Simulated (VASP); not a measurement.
# Bi (Cmcm) in VASP: single point with PBEsol

Aim: the single point of Bi with PBEsol.

Everything below comes from runs of VASP 6.6.1. Logs are shortened: lines on timing, memory, paths and dates and some standing lists are left out, and cuts for length are marked.

**1. The cell of the first run**

Symmetry: Cmcm, No. 63, orthorhombic system. The conventional cell has a = 4.539 Å, b = 7.626 Å, c = 11.829 Å, α = 90.00°, β = 90.00°, γ = 90.00°. Bi (site symmetry m2m) has 6 Bi at 4.44 to 4.54 Å within 5.8 Å.

**2. Single point, PBEsol (strain -0.0300 x Voigt [0, 1, 0, 0, 0, 0])**

The input, INCAR:

```
SYSTEM = Bi
PREC = Accurate ; ENCUT = 520
EDIFF = 1E-6 ; ISMEAR = 0
SIGMA = 0.15 ; LREAL = .False.
LASPH = .True. ; NELM = 60
ALGO = Fast ; ISIF = 2
LWAVE = .False. ; LCHARG = .False.
GGA = PS ; NBANDS = 22
```

The input, KPOINTS:

```
regular mesh
0
Gamma
  12 12 4
  0 0 0
```

The input, POSCAR:

```
Bi
1.0
    4.5390002997      0.0000000000      0.0000000000
   -2.2695001499      3.8129628803      0.0000000000
    0.0000000000      0.0000000000     11.8290000000
Bi
2
Direct
    0.3333333333      0.6666666667      0.2500000000
    0.6666666667      0.3333333333      0.7500000000
```

Potentials or basis: VASP PAW PBE potentials, release 64 (Bi_d).

Run with:

```sh
$ cat potpaw_PBE.64/Bi_d/POTCAR > POTCAR
$ mpirun -np 1 vasp_std > vasp.out
```

OUTCAR:

```text
SYSTEM = Bi
   PREC = Accurate
   ENCUT = 520
   EDIFF = 1E-6
   ISMEAR = 0
   LREAL = .False.
   LASPH = .True.
   NELM = 60
   ISIF = 2
   GGA = PS

 ion  position               nearest neighbor table
   1  0.333  0.667  0.250-
   2  0.667  0.333  0.750-

  Warning from LATTYP: Monoclinic adjustment (A1->A3, A2->A1, A3->A2)!
  LATTYP: Found a base centered orthorhombic cell.
 ALAT       =     4.5390002997
 B/A-ratio  =     1.6800892833
 C/A-ratio  =     2.6060804624

  Lattice vectors:

 A1 = (   2.2695001499,  -3.8129628803,   0.0000000000)
 A2 = (   2.2695001498,   3.8129628803,   0.0000000000)
 A3 = (   0.0000000000,   0.0000000000,  11.8290000000)

Analysis of symmetry for initial positions (statically):
=====================================================================
 Subroutine PRICEL returns:
 Original cell was already a primitive cell.

 Routine SETGRP: Setting up the symmetry group for a
 base centered orthorhombic supercell.

 Subroutine GETGRP returns: Found  8 space group operations
 (whereof  4 operations were pure point group operations)
 out of a pool of  8 trial point group operations.

The static configuration has the point symmetry C_2h.
 The point group associated with its full space group is D_2h.

Analysis of symmetry for dynamics (positions and initial velocities):
=====================================================================
 Subroutine PRICEL returns:
 Original cell was already a primitive cell.

 Routine SETGRP: Setting up the symmetry group for a
 base centered orthorhombic supercell.

 Subroutine GETGRP returns: Found  8 space group operations
 (whereof  4 operations were pure point group operations)
 out of a pool of  8 trial point group operations.

The dynamic configuration has the point symmetry C_2h.
 The point group associated with its full space group is D_2h.

 Subroutine INISYM returns: Found  8 space group operations
 (whereof  4 operations are pure point group operations),
 and found     1 'primitive' translations

----------------------------------------------------------------------------------------

                                     Primitive cell

  volume of cell :     204.7250

  direct lattice vectors                    reciprocal lattice vectors
     4.539000300  0.000000000  0.000000000     0.220312830  0.131131620  0.000000000
    -2.269500150  3.812962880  0.000000000     0.000000000  0.262263240  0.000000000
     0.000000000  0.000000000 11.829000000     0.000000000  0.000000000  0.084538000

  length of vectors
     4.539000300  4.437264569 11.829000000     0.256384954  0.262263240  0.084538000

  position of ions in fractional coordinates (direct lattice)
     0.333333333  0.666666667  0.250000000
     0.666666667  0.333333333  0.750000000

  ion indices of the primitive-cell ions
   primitive index   ion index
                 1           1
                 2           2

----------------------------------------------------------------------------------------

 KPOINTS: regular mesh

Automatic generation of k-mesh.
 Grid dimensions read from file:
 generate k-points for:   12   12    4

 Generating k-lattice:

  Cartesian coordinates                     Fractional coordinates (reciprocal lattice)
     0.018359402  0.010927635  0.000000000     0.083333333  0.000000000  0.000000000
     0.000000000  0.021855270  0.000000000     0.000000000  0.083333333  0.000000000
     0.000000000  0.000000000  0.021134500     0.000000000  0.000000000  0.250000000

  Length of vectors
     0.021365413  0.021855270  0.021134500

  Shift w.r.t. Gamma in fractional coordinates (k-lattice)
     0.000000000  0.000000000  0.000000000

 Subroutine IBZKPT returns following result:
 ===========================================

 Found    129 irreducible k-points:

 Following reciprocal coordinates:
            Coordinates               Weight
  0.000000  0.000000  0.000000      1.000000
  0.083333  0.000000  0.000000      4.000000
  0.166667 -0.000000  0.000000      4.000000
  0.250000  0.000000  0.000000      4.000000
  0.333333 -0.000000  0.000000      4.000000
  0.416667  0.000000  0.000000      4.000000
[... 16 lines left out ...]
  0.333333  0.166667  0.000000      4.000000
  0.416667  0.166667  0.000000      4.000000
 [... further k-points ...]
   k-points           NKPTS =    129   k-points in BZ     NKDIM =    129   number of bands    NBANDS=     22
   number of dos      NEDOS =    301   number of ions     NIONS =      2
   total plane-waves  NPLWV = 116640
   dimension x,y,z NGX =    36 NGY =   36 NGZ =   90
   dimension x,y,z NGXF=    72 NGYF=   72 NGZF=  180
   ions per type =               2
   NGX,Y,Z   is equivalent  to a cutoff of  13.19, 13.49, 12.65 a.u.
   NGXF,Y,Z  is equivalent  to a cutoff of  26.37, 26.98, 25.30 a.u.
 SYSTEM =  Bi
   PREC   = accura    normal or accurate (medium, high low for compatibility)
   ISTART =      0    job   : 0-new  1-cont  2-samecut
   ICHARG =      2    charge: 1-file 2-atom 10-const
   ISPIN  =      1    spin polarized calculation?
   LNONCOLLINEAR =      F non collinear calculations
   LSORBIT =      F    spin-orbit coupling
   LASPH  =      T    aspherical Exc in radial PAW
   ENCUT  =  520.0 eV  38.22 Ry    6.18 a.u.   8.44  8.25 21.99*2*pi/ulx,y,z
   NELM   =     60;   NELMIN=  2; NELMDL= -5     # of ELM steps
   EDIFF  = 0.1E-05   stopping-criterion for ELM
   LREAL  =      F    real-space projection
   EDIFFG = 0.1E-04   stopping-criterion for IOM
   NSW    =      0    number of steps for IOM
   IBRION =     -1    ionic relax: 0-MD 1-quasi-New 2-CG
   NFREE  =      0    steps in history (QN), initial steepest desc. (CG)
   ISIF   =      2    stress and relaxation
   ISYM   =      2    0-nonsym 1-usesym 2-fastsym
   POTIM  = 0.5000    time-step for ionic-motion
   TEBEG  =    0.0;   TEEND  =   0.0 temperature during run
   PSTRESS=    0.0 pullay stress
   NELECT =      30.0000    total number of electrons
   NUPDOWN=      -1.0000    fix difference up-down
   EMIN   =  10.00;   EMAX   =-10.00  energy-range for DOS
   EFERMI =   0.00;   METHOD = LEGACY
   ISMEAR =     0;   SIGMA  =   0.15  broadening in eV -4-tet -1-fermi 0-gaus
   EFERMI_NEDOS =   21; number of points for ismear=-14 and -15
   IALGO  =     68    algorithm
   IMIX   =      4    mixing-type and parameters
     AMIX     =   0.40;   BMIX     =  1.00
     AMIX_MAG =   1.60;   BMIX_MAG =  1.00
  volume/ion in A,a.u.               =     102.36       690.78
  Fermi-wavevector in a.u.,A,eV,Ry     =   0.863094  1.631012 10.135415  0.744932
  Thomas-Fermi vector in A             =   1.980993
   LORBIT       =      0    0 simple, 1 ext, 2 COOP (PROOUT), +10 PAW based schemes
   GGA     = PS    functional components
   LHFCALC =     F    Hartree Fock is set to
   AEXX    =    0.0000 exact exchange contribution
   IVDW    =     0    specifies the selected vdW correction
   LEPSILON=     F    determine dielectric tensor
   LRPA    =     F    only Hartree local field effects (RPA)
 non-spin polarized calculation
 RMM-DIIS sequential band-by-band and
 Gauss-broadening in eV      SIGMA  =   0.15
  energy-cutoff  :      520.00
  volume of cell :      204.72
 maximum number of plane-waves:      5557
 NGX is ok and might be reduce to    36
   NGX = 17   NGY = 17   NGZ = 43

 number of electron      30.0000002 magnetization

 Free energy of the ion-electron system (eV)
  ---------------------------------------------------
  ext. energy  EPLUGINS =         0.00000000
  ---------------------------------------------------
  free energy    TOTEN  =        -3.61631014 eV

  energy without entropy =       -3.53026841  energy(sigma->0) =       -3.57328928

 E-fermi :  -1.0203     XC(G=0):  -5.5083

 val. band max:       -1.0206424974   @ k =  -0.4167   0.0833   0.5000
 cond. band min:      -1.0172954806   @ k =   0.1667   0.2500   0.5000
 fundamental gap:      0.0033470169
 Fermi energy:        -1.0203327449

 k-point     1 :       0.0000    0.0000    0.0000
  band No.  band energies     occupation
      1     -23.8133      2.00000
      2     -23.8133      2.00000
      3     -23.8124      2.00000
      4     -23.8124      2.00000
      5     -23.8021      2.00000
      6     -23.8021      2.00000
[... 14 lines left out ...]
     21       4.6815      0.00000
     22       4.8763      0.00000

 k-point     2 :       0.0833    0.0000    0.0000
  band No.  band energies     occupation
      1     -23.8132      2.00000
      2     -23.8132      2.00000
      3     -23.8120      2.00000
      4     -23.8120      2.00000
      5     -23.8022      2.00000
      6     -23.8022      2.00000
[... 14 lines left out ...]
     21       4.8549      0.00000
     22       4.9543      0.00000

 k-point     3 :       0.1667   -0.0000    0.0000
  band No.  band energies     occupation
      1     -23.8130      2.00000
      2     -23.8130      2.00000
      3     -23.8107      2.00000
      4     -23.8107      2.00000
      5     -23.8026      2.00000
      6     -23.8026      2.00000
[... 14 lines left out ...]
     21       4.7638      0.00000
     22       5.4140      0.00000

 k-point     4 :       0.2500    0.0000    0.0000
  band No.  band energies     occupation
      1     -23.8129      2.00000
      2     -23.8129      2.00000
      3     -23.8087      2.00000
      4     -23.8087      2.00000
      5     -23.8032      2.00000
      6     -23.8032      2.00000
[... 14 lines left out ...]
     21       4.7819      0.00000
     22       5.2683      0.00000

 k-point     5 :       0.3333   -0.0000    0.0000
  band No.  band energies     occupation
      1     -23.8129      2.00000
      2     -23.8129      2.00000
      3     -23.8068      2.00000
      4     -23.8068      2.00000
      5     -23.8038      2.00000
      6     -23.8038      2.00000
[... 14 lines left out ...]
     21       4.5333      0.00000
     22       5.0200      0.00000

 k-point     6 :       0.4167    0.0000    0.0000
  band No.  band energies     occupation
      1     -23.8130      2.00000
      2     -23.8130      2.00000
      3     -23.8054      2.00000
      4     -23.8054      2.00000
      5     -23.8043      2.00000
      6     -23.8042      2.00000
[... 14 lines left out ...]
     21       4.3065      0.00000
     22       4.5917      0.00000

 k-point     7 :       0.5000    0.0000    0.0000
  band No.  band energies     occupation
      1     -23.8130      2.00000
      2     -23.8130      2.00000
      3     -23.8049      2.00000
      4     -23.8049      2.00000
      5     -23.8044      2.00000
      6     -23.8044      2.00000
[... 324 lines left out ...]
      6     -23.8026      2.00000
[... 14 lines left out ...]
     21       5.0659      0.00000
     22       5.6202      0.00000

 k-point    21 :       0.1667    0.1667    0.0000
  band No.  band energies     occupation
      1     -23.8123      2.00000
      2     -23.8123      2.00000
      3     -23.8084      2.00000
      4     -23.8084      2.00000
      5     -23.8030      2.00000
      6     -23.8030      2.00000
[... 14 lines left out ...]
     21       5.5614      0.00000
     22       5.8363      0.00000

 k-point    22 :       0.2500    0.1667    0.0000
  band No.  band energies     occupation
      1     -23.8117      2.00000
      2     -23.8117      2.00000
      3     -23.8073      2.00000
      4     -23.8073      2.00000
      5     -23.8036      2.00000
      6     -23.8036      2.00000
[... 14 lines left out ...]
     21       5.0369      0.00000
     22       5.6670      0.00000

 k-point    23 :       0.3333    0.1667    0.0000
  band No.  band energies     occupation
      1     -23.8112      2.00000
      2     -23.8112      2.00000
      3     -23.8064      2.00000
      4     -23.8064      2.00000
      5     -23.8041      2.00000
      6     -23.8040      2.00000
[... 14 lines left out ...]
     21       4.7010      0.00000
     22       5.3892      0.00000

 k-point    24 :       0.4167    0.1667    0.0000
  band No.  band energies     occupation
      1     -23.8110      2.00000
      2     -23.8110      2.00000
      3     -23.8059      2.00000
      4     -23.8059      2.00000
      5     -23.8043      2.00000
      6     -23.8043      2.00000
[... 14 lines left out ...]
     21       4.7176      0.00000
     22       5.1795      0.00000

 [... further k-points ...]
[... 5 lines left out ...]
  --------------------------------------------------------------------------------------
  -------------------------------------------------------------------------------------
  Total       -6.6200764     -7.0482020     -0.4855553      0.0000000      0.0000000      0.0000000
  in kB      -51.8087079    -55.1592183     -3.7999553      0.0000000      0.0000000      0.0000000
  external PRESSURE =     -36.9226272 kB  Pullay stress =       0.0000000 kB

 VOLUME and BASIS-vectors are now :
 -----------------------------------------------------------------------------
  energy-cutoff  :      520.00
  volume of cell :      204.72
      direct lattice vectors                 reciprocal lattice vectors
     4.539000300  0.000000000  0.000000000     0.220312830  0.131131620  0.000000000
    -2.269500150  3.812962880  0.000000000     0.000000000  0.262263240  0.000000000
     0.000000000  0.000000000 11.829000000     0.000000000  0.000000000  0.084538000

 POSITION                                       TOTAL-FORCE (eV/Angst)
 -----------------------------------------------------------------------------------
     -0.00000      2.54198      2.95725        -0.000000      0.001676      0.000000
      2.26950      1.27099      8.87175         0.000000     -0.001676      0.000000
 -----------------------------------------------------------------------------------
    total drift:                               -0.000000      0.000000     -0.000000

  FREE ENERGIE OF THE ION-ELECTRON SYSTEM (eV)
  ---------------------------------------------------
  free  energy   TOTEN  =        -3.6163101426 eV

  energy  without entropy=       -3.5302684098  energy(sigma->0) =       -3.57328928
```

Wall time 13 min (1 thread of Oxide Virtual Turin-like, shared host); peak memory 0.61 GiB.

Results:

```
Free energy            : -3.6163 eV
Pressure               : -3.7 GPa
Band gap on the k mesh : zero (bands 15 and 16 overlap by 2.26 eV)
```

Stress tensor (GPa, compression positive):
```
-5.18  0.00  0.00
 0.00 -5.52  0.00
 0.00  0.00 -0.38
```

Caveat: the cell differs from its parent crystal (strain -0.0300 x Voigt [0, 1, 0, 0, 0, 0]); the stress differs along the axes, from -6 to -0 GPa; the PAW data sets were made with another functional, which shifts forces and pressure a little; spin-orbit coupling is left out, which moves the levels of the heavy elements.
